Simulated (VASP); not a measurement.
# Mo (Im-3m) in VASP: single point with LDA

Aim: the single point of Mo with LDA.

Everything below comes from runs of VASP 6.6.1. Logs are shortened: lines on timing, memory, paths and dates and some standing lists are left out, and cuts for length are marked.

## 1. The cell of the first run

The structure is cubic, space group Im-3m (No. 229). The conventional cell has a = 3.112 Å, b = 3.112 Å, c = 3.112 Å, α = 90.00°, β = 90.00°, γ = 90.00°. Mo (site symmetry m-3m) has 14 Mo at 2.69 to 3.11 Å within 3.6 Å.

## 2. Single point, LDA

INCAR

```
  ALGO = Normal
  EDIFF = 1E-6
  ENCUT = 520
  ISIF = 2
  ISMEAR = -1
  LASPH = True
  LCHARG = False
  LREAL = False
  LWAVE = False
  NBANDS = 28
  NELM = 80
  PREC = Accurate
  SIGMA = 0.1
```

KPOINTS

```
k-points
0
Gamma
  9 9 12
```

POSCAR

```
Mo
1.0
    0.0000000000      3.1117341700     -3.1117341700
   -3.1117341700      0.0000000000      3.1117341700
    1.5558670850      1.5558670850      1.5558670850
Mo
3
Direct
    0.0000000000      0.0000000000      0.0000000000
    0.3333333330      0.6666666670      0.3333333330
    0.6666666670      0.3333333330      0.6666666670
```

Potentials or basis: VASP PAW LDA potentials, release 64 (Mo_sv).

Command:

```console
$ cat potpaw_LDA.64/Mo_sv/POTCAR > POTCAR
$ mpirun -np 1 vasp_std > vasp.out
```

OUTCAR:

```text
EDIFF = 1E-6
   ENCUT = 520
   ISIF = 2
   ISMEAR = -1
   LASPH = True
   LREAL = False
   NELM = 80
   PREC = Accurate

 ion  position               nearest neighbor table
   1  0.000  0.000  0.000-   2 2.69   3 2.69   3 2.69   2 2.69   3 2.69   2 2.69   3 3.11   2 3.11
                             3 3.11   3 3.11   2 3.11   2 3.11
   2  0.333  0.667  0.333-   1 2.69   3 2.69   3 2.69   1 2.69   1 2.69   3 2.69   3 3.11   3 3.11
                             1 3.11   1 3.11   1 3.11   3 3.11
   3  0.667  0.333  0.667-   1 2.69   2 2.69   2 2.69   1 2.69   1 2.69   2 2.69   2 3.11   2 3.11
                             1 3.11   1 3.11   1 3.11   2 3.11

  LATTYP: Found a hexagonal cell.
 ALAT       =     4.4006566657
 C/A-ratio  =     0.6123724357

  Lattice vectors:

 A1 = (   0.0000000000,   3.1117341700,  -3.1117341700)
 A2 = (  -3.1117341700,   0.0000000000,   3.1117341700)
 A3 = (   1.5558670850,   1.5558670850,   1.5558670850)

Analysis of symmetry for initial positions (statically):
=====================================================================
 Subroutine PRICEL returns following result:

  LATTYP: Found a body centered cubic cell.
 ALAT       =     3.1117341679

  Lattice vectors:

 A1 = (  -1.5558670881,   1.5558670819,  -1.5558670819)
 A2 = (  -1.5558670834,  -1.5558670834,   1.5558670834)
 A3 = (   1.5558670850,   1.5558670850,   1.5558670850)

   3 primitive cells build up your supercell.

 Routine SETGRP: Setting up the symmetry group for a
 hexagonal supercell.

 Subroutine GETGRP returns: Found 12 space group operations
 (whereof 12 operations were pure point group operations)
 out of a pool of 24 trial point group operations.

The static configuration has the point symmetry D_3d.

Analysis of symmetry for dynamics (positions and initial velocities):
=====================================================================
 Subroutine PRICEL returns following result:

  LATTYP: Found a body centered cubic cell.
 ALAT       =     3.1117341679

  Lattice vectors:

 A1 = (  -1.5558670881,   1.5558670819,  -1.5558670819)
 A2 = (  -1.5558670834,  -1.5558670834,   1.5558670834)
 A3 = (   1.5558670850,   1.5558670850,   1.5558670850)

   3 primitive cells build up your supercell.

 Routine SETGRP: Setting up the symmetry group for a
 hexagonal supercell.

 Subroutine GETGRP returns: Found 12 space group operations
 (whereof 12 operations were pure point group operations)
 out of a pool of 24 trial point group operations.

The dynamic configuration has the point symmetry D_3d.

 Subroutine INISYM returns: Found 12 space group operations
 (whereof 12 operations are pure point group operations),
 and found     3 'primitive' translations

----------------------------------------------------------------------------------------

                                     Primitive cell

  volume of cell :      15.0653

  direct lattice vectors                    reciprocal lattice vectors
    -1.555867088  1.555867082 -1.555867082    -0.321364212  0.321364212  0.000000000
    -1.555867083 -1.555867083  1.555867083    -0.321364212 -0.000000001  0.321364212
     1.555867085  1.555867085  1.555867085     0.000000000  0.321364212  0.321364212

  length of vectors
     2.694840839  2.694840838  2.694840841     0.454477627  0.454477627  0.454477627

  position of ions in fractional coordinates (direct lattice)
     0.000000000  0.000000000  0.000000000

  ion indices of the primitive-cell ions
   primitive index   ion index
                 1           1

----------------------------------------------------------------------------------------

 KPOINTS: k-points

Automatic generation of k-mesh.
 Grid dimensions read from file:
 generate k-points for:    9    9   12

 Generating k-lattice:

  Cartesian coordinates                     Fractional coordinates (reciprocal lattice)
    -0.011902378  0.023804756 -0.011902378     0.111111111  0.000000000  0.000000000
    -0.023804756  0.011902378  0.011902378     0.000000000  0.111111111  0.000000000
     0.017853567  0.017853567  0.017853567     0.000000000  0.000000000  0.083333333

  Length of vectors
     0.029154753  0.029154753  0.030923286

  Shift w.r.t. Gamma in fractional coordinates (k-lattice)
     0.000000000  0.000000000  0.000000000

 Subroutine IBZKPT returns following result:
 ===========================================

 Found    119 irreducible k-points:

 Following reciprocal coordinates:
            Coordinates               Weight
  0.000000  0.000000  0.000000      1.000000
  0.111111  0.000000  0.000000      6.000000
  0.222222  0.000000  0.000000      6.000000
  0.333333  0.000000  0.000000      6.000000
  0.444444  0.000000  0.000000      6.000000
  0.111111  0.111111  0.000000      6.000000
[... 16 lines left out ...]
  0.222222  0.111111  0.083333     12.000000
 -0.111111  0.333333  0.083333     12.000000
 [... further k-points ...]
   k-points           NKPTS =    119   k-points in BZ     NKDIM =    119   number of bands    NBANDS=     28
   number of dos      NEDOS =    301   number of ions     NIONS =      3
   total plane-waves  NPLWV =  25920
   dimension x,y,z NGX =    36 NGY =   36 NGZ =   20
   dimension x,y,z NGXF=    72 NGYF=   72 NGZF=   40
   ions per type =               3
   NGX,Y,Z   is equivalent  to a cutoff of  13.60, 13.60, 12.34 a.u.
   NGXF,Y,Z  is equivalent  to a cutoff of  27.20, 27.20, 24.68 a.u.
 SYSTEM =  unknown system
   PREC   = accura    normal or accurate (medium, high low for compatibility)
   ISTART =      0    job   : 0-new  1-cont  2-samecut
   ICHARG =      2    charge: 1-file 2-atom 10-const
   ISPIN  =      1    spin polarized calculation?
   LNONCOLLINEAR =      F non collinear calculations
   LSORBIT =      F    spin-orbit coupling
   LASPH  =      T    aspherical Exc in radial PAW
   ENCUT  =  520.0 eV  38.22 Ry    6.18 a.u.   8.18  8.18  5.01*2*pi/ulx,y,z
   NELM   =     80;   NELMIN=  2; NELMDL= -5     # of ELM steps
   EDIFF  = 0.1E-05   stopping-criterion for ELM
   LREAL  =      F    real-space projection
   EDIFFG = 0.1E-04   stopping-criterion for IOM
   NSW    =      0    number of steps for IOM
   IBRION =     -1    ionic relax: 0-MD 1-quasi-New 2-CG
   NFREE  =      0    steps in history (QN), initial steepest desc. (CG)
   ISIF   =      2    stress and relaxation
   ISYM   =      2    0-nonsym 1-usesym 2-fastsym
   POTIM  = 0.5000    time-step for ionic-motion
   TEBEG  =    0.0;   TEEND  =   0.0 temperature during run
   PSTRESS=    0.0 pullay stress
   NELECT =      42.0000    total number of electrons
   NUPDOWN=      -1.0000    fix difference up-down
   EMIN   =  10.00;   EMAX   =-10.00  energy-range for DOS
   EFERMI =   0.00;   METHOD = LEGACY
   ISMEAR =    -1;   SIGMA  =   0.10  broadening in eV -4-tet -1-fermi 0-gaus
   EFERMI_NEDOS =   21; number of points for ismear=-14 and -15
   IALGO  =     38    algorithm
   IMIX   =      4    mixing-type and parameters
     AMIX     =   0.40;   BMIX     =  1.00
     AMIX_MAG =   1.60;   BMIX_MAG =  1.00
  volume/ion in A,a.u.               =      15.07       101.67
  Fermi-wavevector in a.u.,A,eV,Ry     =   1.597564  3.018959 34.724949  2.552212
  Thomas-Fermi vector in A             =   2.695151
   LORBIT       =      0    0 simple, 1 ext, 2 COOP (PROOUT), +10 PAW based schemes
   GGA     = CA    functional components
   LHFCALC =     F    Hartree Fock is set to
   AEXX    =    0.0000 exact exchange contribution
   IVDW    =     0    specifies the selected vdW correction
   LEPSILON=     F    determine dielectric tensor
   LRPA    =     F    only Hartree local field effects (RPA)
 non-spin polarized calculation
  energy-cutoff  :      520.00
  volume of cell :       45.20
 maximum number of plane-waves:      1242
 NGX is ok and might be reduce to    36
   NGX = 17   NGY = 17   NGZ = 11

 number of electron      42.0000003 magnetization

 Free energy of the ion-electron system (eV)
  ---------------------------------------------------
  ext. energy  EPLUGINS =         0.00000000
  ---------------------------------------------------
  free energy    TOTEN  =       -36.43286177 eV

  energy without entropy =      -36.37763071  energy(sigma->0) =      -36.40524624

 E-fermi :  13.0774     XC(G=0): -13.8100

 val. band max:       13.0678684955   @ k =  -0.1111   0.4444   0.4167
 cond. band min:      13.0936589963   @ k =   0.2222   0.0000   0.1667
 fundamental gap:      0.0257905008
 Fermi energy:        13.0773803130

 k-point     1 :       0.0000    0.0000    0.0000
  band No.  band energies     occupation
      1     -47.8671      2.00000
      2     -47.5122      2.00000
      3     -47.5122      2.00000
      4     -22.3291      2.00000
      5     -22.3291      2.00000
      6     -22.3291      2.00000
[... 20 lines left out ...]
     27      15.3162      0.00000
     28      15.3162      0.00000

 k-point     2 :       0.1111    0.0000    0.0000
  band No.  band energies     occupation
      1     -47.8548      2.00000
      2     -47.5196      2.00000
      3     -47.5178      2.00000
      4     -22.5044      2.00000
      5     -22.4782      2.00000
      6     -22.1372      2.00000
[... 20 lines left out ...]
     27      15.6142      0.00000
     28      15.7003      0.00000

 k-point     3 :       0.2222    0.0000    0.0000
  band No.  band energies     occupation
      1     -47.8198      2.00000
      2     -47.5437      2.00000
      3     -47.5302      2.00000
      4     -22.6495      2.00000
      5     -22.5303      2.00000
      6     -21.9424      2.00000
[... 20 lines left out ...]
     27      15.6750      0.00000
     28      15.9935      0.00000

 k-point     4 :       0.3333    0.0000    0.0000
  band No.  band energies     occupation
      1     -47.7671      2.00000
      2     -47.5853      2.00000
      3     -47.5431      2.00000
      4     -22.7531      2.00000
      5     -22.4682      2.00000
      6     -21.7860      2.00000
[... 578 lines left out ...]
     27      15.5753      0.00000
     28      16.2076      0.00000

 k-point    23 :       0.2222    0.1111    0.0833
  band No.  band energies     occupation
      1     -47.7745      2.00000
      2     -47.5672      2.00000
      3     -47.5268      2.00000
      4     -22.6701      2.00000
      5     -22.5413      2.00000
      6     -21.8556      2.00000
[... 20 lines left out ...]
     27      15.4637      0.00000
     28      16.7488      0.00000

 k-point    24 :      -0.1111    0.3333    0.0833
  band No.  band energies     occupation
      1     -47.7760      2.00000
      2     -47.5506      2.00000
      3     -47.5418      2.00000
      4     -22.6358      2.00000
      5     -22.5418      2.00000
      6     -21.8724      2.00000
[... 20 lines left out ...]
     27      15.5109      0.00000
     28      16.0083      0.00000

 [... further k-points ...]
[... 5 lines left out ...]
  --------------------------------------------------------------------------------------
  -------------------------------------------------------------------------------------
  Total        0.2856827      0.2856827      0.2856827      0.0231825      0.0231825      0.0231825
  in kB       10.1273498     10.1273498     10.1273498      0.8218114      0.8218114      0.8218114
  external PRESSURE =      10.1273498 kB  Pullay stress =       0.0000000 kB

 VOLUME and BASIS-vectors are now :
 -----------------------------------------------------------------------------
  energy-cutoff  :      520.00
  volume of cell :       45.20
      direct lattice vectors                 reciprocal lattice vectors
     0.000000000  3.111734170 -3.111734170    -0.107121404  0.214242808 -0.107121404
    -3.111734170  0.000000000  3.111734170    -0.214242808  0.107121404  0.107121404
     1.555867085  1.555867085  1.555867085     0.214242808  0.214242808  0.214242808

 POSITION                                       TOTAL-FORCE (eV/Angst)
 -----------------------------------------------------------------------------------
      0.00000      0.00000      0.00000        -0.000000     -0.000000      0.000000
     -1.55587      1.55587      1.55587         0.000000      0.000000      0.000000
      0.00000      3.11173     -0.00000         0.000000      0.000000     -0.000000
 -----------------------------------------------------------------------------------
    total drift:                               -0.000000     -0.000000      0.000000

  FREE ENERGIE OF THE ION-ELECTRON SYSTEM (eV)
  ---------------------------------------------------
  free  energy   TOTEN  =       -36.4328617664 eV

  energy  without entropy=      -36.3776307146  energy(sigma->0) =      -36.40524624
```

Run time: 2 min. Hardware: 1 thread of Intel Xeon 8259CL, shared host; peak memory 0.23 GiB.

Results:

| Quantity | Value |
| --- | --- |
| Free energy | -36.4329 eV |
| Pressure | 1.0 GPa |
| Band gap on the k mesh | zero (bands 21 and 22 overlap by 3.57 eV) |
